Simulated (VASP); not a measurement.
# SiC (I-4m2) in VASP: notebook, part 2 of 2

VASP 6.6.1. The steps go on from the part before.

**4. Single point, PBEsol (strain +0.040 along x and y, -0.040 along z)**

Input file INCAR:

```
PREC = Accurate ; ENCUT = 520
EDIFF = 1E-6 ; ISMEAR = 0
SIGMA = 0.05 ; LREAL = F
LASPH = T ; NELM = 100
ALGO = Normal ; ISIF = 2
LWAVE = F ; LCHARG = F
GGA = PS ; NBANDS = 11
```

Input file KPOINTS:

```
Automatic mesh
0
Gamma
  12 12 12
```

Input file POSCAR:

```
SiC
1.0
    0.0000000000      2.2609600000      2.0870400000
    2.2609600000      0.0000000000      2.0870400000
    2.2609600000      2.2609600000      0.0000000000
Si C
1 1
Direct
    0.0000000000      0.0000000000      0.0000000000
    0.7500000000      0.7500000000      0.7500000000
```

Potentials or basis: VASP PAW PBE potentials, release 64 (Si, C).

Command:

```
$ cat potpaw_PBE.64/Si/POTCAR potpaw_PBE.64/C/POTCAR > POTCAR
$ mpirun -np 1 vasp_std > vasp.out
```

OUTCAR:

```text
PREC = Accurate
   ENCUT = 520
   EDIFF = 1E-6
   ISMEAR = 0
   LREAL = F
   LASPH = T
   NELM = 100
   ISIF = 2
   GGA = PS

 ion  position               nearest neighbor table
   1  0.000  0.000  0.000-   2 1.91   2 1.91   2 1.91   2 1.91
   2  0.750  0.750  0.750-   1 1.91   1 1.91   1 1.91   1 1.91

  LATTYP: Found a body centered tetragonal cell.
 ALAT       =     3.1974802960
 C/A-ratio  =     1.3054279037

  Lattice vectors:

 A1 = (   0.0000000000,  -2.2609600000,  -2.0870400000)
 A2 = (   0.0000000000,   2.2609600000,  -2.0870400000)
 A3 = (   2.2609600000,   0.0000000000,   2.0870400000)

Analysis of symmetry for initial positions (statically):
=====================================================================
 Subroutine PRICEL returns:
 Original cell was already a primitive cell.

 Routine SETGRP: Setting up the symmetry group for a
 body centered tetragonal supercell.

 Subroutine GETGRP returns: Found  8 space group operations
 (whereof  8 operations were pure point group operations)
 out of a pool of 16 trial point group operations.

The static configuration has the point symmetry D_2d.

Analysis of symmetry for dynamics (positions and initial velocities):
=====================================================================
 Subroutine PRICEL returns:
 Original cell was already a primitive cell.

 Routine SETGRP: Setting up the symmetry group for a
 body centered tetragonal supercell.

 Subroutine GETGRP returns: Found  8 space group operations
 (whereof  8 operations were pure point group operations)
 out of a pool of 16 trial point group operations.

The dynamic configuration has the point symmetry D_2d.

 Subroutine INISYM returns: Found  8 space group operations
 (whereof  8 operations are pure point group operations),
 and found     1 'primitive' translations

----------------------------------------------------------------------------------------

                                     Primitive cell

[... 112 lines left out ...]
  Fermi-wavevector in a.u.,A,eV,Ry     =   1.180473  2.230770 18.959937  1.393516
  Thomas-Fermi vector in A             =   2.316764
   LORBIT       =      0    0 simple, 1 ext, 2 COOP (PROOUT), +10 PAW based schemes
   GGA     = PS    functional components
   LHFCALC =     F    Hartree Fock is set to
   AEXX    =    0.0000 exact exchange contribution
   IVDW    =     0    specifies the selected vdW correction
   LEPSILON=     F    determine dielectric tensor
   LRPA    =     F    only Hartree local field effects (RPA)
 non-spin polarized calculation
 Gauss-broadening in eV      SIGMA  =   0.05
  energy-cutoff  :      520.00
  volume of cell :       21.34
 maximum number of plane-waves:       588
   NGX = 11   NGY = 11   NGZ = 11

 number of electron       8.0000001 magnetization

 Free energy of the ion-electron system (eV)
  ---------------------------------------------------
  ext. energy  EPLUGINS =         0.00000000
  ---------------------------------------------------
  free energy    TOTEN  =       -15.83881789 eV

  energy without entropy =      -15.83881789  energy(sigma->0) =      -15.83881789

 E-fermi :   8.2594     XC(G=0): -11.3796

 val. band max:        8.0563062068   @ k =   0.0000   0.0000   0.0000
 cond. band min:       8.5617551054   @ k =   0.5000   0.5000   0.0000
 fundamental gap:      0.5054488986
 Fermi energy:         8.2593695964

 k-point     1 :       0.0000    0.0000    0.0000
  band No.  band energies     occupation
      1      -7.4593      2.00000
      2       7.5817      2.00000
      3       7.5817      2.00000
      4       8.0563      2.00000
      5      13.5246      0.00000
      6      14.6277      0.00000
      7      14.8647      0.00000
      8      14.8647      0.00000
      9      20.8355      0.00000
     10      22.7777      0.00000
     11      23.5597      0.00000
[... 309 lines left out ...]
 k-point    24 :      -0.4167    0.1667    0.0000
  band No.  band energies     occupation
      1      -3.6699      2.00000
      2      -0.0785      2.00000
      3       5.1934      2.00000
      4       5.7268      2.00000
      5      12.0988      0.00000
      6      15.3656      0.00000
      7      15.6060      0.00000
      8      18.7258      0.00000
      9      21.4165      0.00000
     10      23.0130      0.00000
     11      26.0740      0.00000

 [... further k-points ...]
[... 5 lines left out ...]
  --------------------------------------------------------------------------------------
  -------------------------------------------------------------------------------------
  Total       -1.6467122     -1.6467122      0.6163185      0.0000000      0.0000000      0.0000000
  in kB     -123.6464805   -123.6464805     46.2774325      0.0000000      0.0000000      0.0000000
  external PRESSURE =     -67.0051761 kB  Pullay stress =       0.0000000 kB

 VOLUME and BASIS-vectors are now :
 -----------------------------------------------------------------------------
  energy-cutoff  :      520.00
  volume of cell :       21.34
      direct lattice vectors                 reciprocal lattice vectors
     0.000000000  2.260960000  2.087040000    -0.221145000  0.221145000  0.239573750
     2.260960000  0.000000000  2.087040000     0.221145000 -0.221145000  0.239573750
     2.260960000  2.260960000  0.000000000     0.221145000  0.221145000 -0.239573750

 POSITION                                       TOTAL-FORCE (eV/Angst)
 -----------------------------------------------------------------------------------
      0.00000      0.00000      0.00000         0.000000      0.000000     -0.000000
      3.39144      3.39144      3.13056        -0.000000     -0.000000      0.000000
 -----------------------------------------------------------------------------------
    total drift:                               -0.000000     -0.000000      0.000000

  FREE ENERGIE OF THE ION-ELECTRON SYSTEM (eV)
  ---------------------------------------------------
  free  energy   TOTEN  =       -15.8388178947 eV

  energy  without entropy=      -15.8388178947  energy(sigma->0) =      -15.83881789
```

Run time: 21 s. Hardware: 1 thread of Intel Xeon 6975P-C (Granite Rapids), shared host; peak memory 0.15 GiB.

What came out:

| Item | Value |
| --- | --- |
| Free energy | -15.8388 eV |
| Pressure | -6.7 GPa |
| Band gap on the k mesh | 0.51 eV, indirect (least direct gap 4.32 eV) |

Levels at points of the mesh, in eV from the valence-band top:
```tsv
k point	band 2	band 3	band 4	band 5	band 6	band 7
(0.00, 0.00, 0.00)	-0.47	-0.47	0.00	5.47	6.57	6.81
(0.50, 0.00, 0.00)	-8.75	-1.82	-0.95	4.40	6.12	7.66
(0.50, 0.50, 0.00)	-7.40	-4.02	-4.02	0.51	2.85	13.04
(0.50, 0.00, 0.50)	-8.38	-3.22	-3.11	1.21	4.24	12.16
```

Caveat: the cell differs from its parent crystal (strain +0.040 along x and y, -0.040 along z); the PAW data sets were made with another functional, which shifts forces and pressure a little. A k mesh can miss the band edges.

**5. Single point, PBEsol (strain +0.080 along x and y, -0.080 along z)**

Input file INCAR:

```
SYSTEM = SiC
  PREC = Accurate
  ENCUT = 520
  EDIFF = 1E-6
  ISMEAR = 0
  SIGMA = 0.05
  LREAL = .False.
  LASPH = .True.
  NELM = 60
  ALGO = Normal
  ISIF = 2
  LWAVE = .False.
  LCHARG = .False.
  GGA = PS
  NBANDS = 11
```

Input file KPOINTS:

```
regular mesh
0
Gamma
  12 12 12
  0 0 0
```

Input file POSCAR:

```
SiC
1.0
    0.0000000000      2.3479200000      2.0000800000
    2.3479200000      0.0000000000      2.0000800000
    2.3479200000      2.3479200000      0.0000000000
Si C
1 1
Direct
    0.0000000000      0.0000000000      0.0000000000
    0.7500000000      0.7500000000      0.7500000000
```

Potentials or basis: VASP PAW PBE potentials, release 64 (Si, C).

Command:

```
$ cat potpaw_PBE.64/Si/POTCAR potpaw_PBE.64/C/POTCAR > POTCAR
$ mpirun -np 1 vasp_std > vasp.out
```

OUTCAR:

```text
SYSTEM = SiC
   PREC = Accurate
   ENCUT = 520
   EDIFF = 1E-6
   ISMEAR = 0
   LREAL = .False.
   LASPH = .True.
   NELM = 60
   ISIF = 2
   GGA = PS

 ion  position               nearest neighbor table
   1  0.000  0.000  0.000-   2 1.94   2 1.94   2 1.94   2 1.94
   2  0.750  0.750  0.750-   1 1.94   1 1.94   1 1.94   1 1.94

  LATTYP: Found a body centered tetragonal cell.
 ALAT       =     3.3204603074
 C/A-ratio  =     1.2047004420

  Lattice vectors:

 A1 = (   0.0000000000,  -2.3479200000,  -2.0000800000)
 A2 = (   0.0000000000,   2.3479200000,  -2.0000800000)
 A3 = (   2.3479200000,   0.0000000000,   2.0000800000)

Analysis of symmetry for initial positions (statically):
=====================================================================
 Subroutine PRICEL returns:
 Original cell was already a primitive cell.

 Routine SETGRP: Setting up the symmetry group for a
 body centered tetragonal supercell.

 Subroutine GETGRP returns: Found  8 space group operations
 (whereof  8 operations were pure point group operations)
 out of a pool of 16 trial point group operations.

The static configuration has the point symmetry D_2d.
[... 171 lines left out ...]
      2       7.1665      2.00000
      3       7.1665      2.00000
      4       8.0148      0.60724
      5      12.7289      0.00000
      6      13.9853      0.00000
      7      14.4983      0.00000
      8      14.4983      0.00000
      9      19.2620      0.00000
     10      22.1340      0.00000
     11      22.2945      0.00000
[... 309 lines left out ...]
 k-point    24 :      -0.4167    0.1667    0.0000
  band No.  band energies     occupation
      1      -3.8766      2.00000
      2      -0.1096      2.00000
      3       5.0049      2.00000
      4       5.3479      2.00000
      5      11.1657      0.00000
      6      14.7849      0.00000
      7      14.9274      0.00000
      8      17.7823      0.00000
      9      20.7486      0.00000
     10      22.7127      0.00000
     11      25.6317      0.00000

 [... further k-points ...]

------------------------ aborting loop because EDIFF is reached ----------------------------------------

  FORCE on cell =-STRESS in cart. coord.  units (eV):
  Direction    XX          YY          ZZ          XY          YZ          ZX
  --------------------------------------------------------------------------------------
  -------------------------------------------------------------------------------------
  Total       -3.2577012     -3.2577012      0.7516967      0.0000000      0.0000000      0.0000000
  in kB     -236.6888953   -236.6888953     54.6146659      0.0000000      0.0000000      0.0000000
  external PRESSURE =    -139.5877082 kB  Pullay stress =       0.0000000 kB

 VOLUME and BASIS-vectors are now :
 -----------------------------------------------------------------------------
  energy-cutoff  :      520.00
  volume of cell :       22.05
      direct lattice vectors                 reciprocal lattice vectors
     0.000000000  2.347920000  2.000080000    -0.212954445  0.212954445  0.249990000
     2.347920000  0.000000000  2.000080000     0.212954445 -0.212954445  0.249990000
     2.347920000  2.347920000  0.000000000     0.212954445  0.212954445 -0.249990000

 POSITION                                       TOTAL-FORCE (eV/Angst)
 -----------------------------------------------------------------------------------
      0.00000      0.00000      0.00000        -0.000000     -0.000000      0.000000
      3.52188      3.52188      3.00012         0.000000      0.000000     -0.000000
 -----------------------------------------------------------------------------------
    total drift:                                0.000000      0.000000      0.000000

  FREE ENERGIE OF THE ION-ELECTRON SYSTEM (eV)
  ---------------------------------------------------
  free  energy   TOTEN  =       -15.6230071980 eV

  energy  without entropy=      -15.6229785886  energy(sigma->0) =      -15.62299289
```

Run time: 25 s. Hardware: 1 thread of Intel Xeon 6975P-C (Granite Rapids), shared host; peak memory 0.16 GiB.

Results:

| Quantity | Value |
| --- | --- |
| Free energy | -15.6230 eV |
| Pressure | -14.0 GPa |
| Band gap on the k mesh | zero (band 4 reaches 8.01 eV, above the bottom of band 5 at 7.98 eV) |

Levels at points of the mesh, in eV from the Fermi level:
| k point | band 2 | band 3 | band 4 | band 5 | band 6 | band 7 |
| --- | --- | --- | --- | --- | --- | --- |
| (0.00, 0.00, 0.00) | -0.83 | -0.83 | 0.02 | 4.73 | 5.99 | 6.50 |
| (0.50, 0.00, 0.00) | -8.82 | -2.43 | -0.91 | 3.26 | 5.25 | 8.34 |
| (0.50, 0.50, 0.00) | -6.92 | -4.68 | -4.68 | -0.02 | 1.60 | 12.19 |
| (0.50, 0.00, 0.50) | -8.84 | -3.11 | -2.92 | 1.33 | 4.36 | 10.50 |

Caveat: the cell differs from its parent crystal (strain +0.080 along x and y, -0.080 along z); the PAW data sets were made with another functional, which shifts forces and pressure a little.

**6. Single point, PBEsol (strain +0.080 along x and y, -0.040 along z)**

Input file INCAR:

```
ALGO = Normal
EDIFF = 1E-7
ENCUT = 520
GGA = PS
ISIF = 2
ISMEAR = 0
LASPH = T
LCHARG = F
LREAL = F
LWAVE = F
NBANDS = 11
NELM = 100
PREC = Accurate
SIGMA = 0.05
```

Input file KPOINTS:

```
k-points
0
Gamma
  12 12 12
```

Input file POSCAR:

```
SiC
1.0
    0.0000000000      2.3479200000      2.0870400000
    2.3479200000      0.0000000000      2.0870400000
    2.3479200000      2.3479200000      0.0000000000
Si C
1 1
Direct
    0.0000000000      0.0000000000      0.0000000000
    0.7500000000      0.7500000000      0.7500000000
```

Potentials or basis: VASP PAW PBE potentials, release 64 (Si, C).

Command:

```
$ cat potpaw_PBE.64/Si/POTCAR potpaw_PBE.64/C/POTCAR > POTCAR
$ mpirun -np 1 vasp_std > vasp.out
```

Run time: 28 s. Hardware: 1 thread of Intel Xeon 6975P-C (Granite Rapids), shared host; peak memory 0.16 GiB.

It converged, with:

```yaml
Free_energy: -15.6267 eV
Pressure: -19.7 GPa
Band_gap_on_the_k_mesh: 0.31 eV, indirect (least direct gap 4.21 eV)
```

Stress tensor (GPa, compression positive):
```
-27.37   0.00   0.00
  0.00 -27.37   0.00
  0.00   0.00  -4.26
```

Levels at points of the mesh, in eV from the valence-band top:
```csv
k point,band 1,band 2,band 3,band 4,band 5,band 6,band 7,band 8
"(0.00, 0.00, 0.00)",-15.07,-0.65,-0.65,0.00,4.43,5.89,6.27,6.27
"(0.50, 0.00, 0.00)",-11.81,-8.48,-2.07,-0.92,3.42,5.53,7.61,9.05
"(0.50, 0.50, 0.00)",-9.95,-7.05,-4.18,-4.18,0.31,2.11,12.00,12.00
"(0.50, 0.00, 0.50)",-10.73,-8.40,-3.09,-2.93,1.28,4.07,10.80,12.00
```

Caveat: the cell differs from its parent crystal (strain +0.080 along x and y, -0.040 along z); the PAW data sets were made with another functional, which shifts forces and pressure a little.

**7. Summary**

| cell | gap on the mesh (eV) | pressure (GPa) |
| --- | --- | --- |
| a = 3.141, b = 3.141, c = 2.952 Å, angles 62.0, 62.0, 56.0°, 2 atoms | 0.55 | 1.9 |
| a = 3.019, b = 3.019, c = 3.197 Å, angles 58.0, 58.0, 64.0°, 2 atoms | 0.10 | 1.6 |
| a = 3.077, b = 3.077, c = 3.197 Å, angles 58.7, 58.7, 62.6°, 2 atoms | 0.51 | -6.7 |
| a = 3.084, b = 3.084, c = 3.320 Å, angles 57.4, 57.4, 65.1°, 2 atoms | none | -14.0 |
| a = 3.141, b = 3.141, c = 3.320 Å, angles 58.1, 58.1, 63.8°, 2 atoms | 0.31 | -19.7 |

Alike in all rows: task single point; level PBEsol; potentials or basis VASP PAW PBE potentials, release 64 (Si, C); no spin polarisation; k mesh 12 × 12 × 12; cutoff (eV) 520; smearing gaussian 0.05 eV.

Caveats: the PAW data sets were made with another functional, which shifts forces and pressure a little.

Total energies depend on the potentials used, so only differences within one code and one set of settings carry meaning.
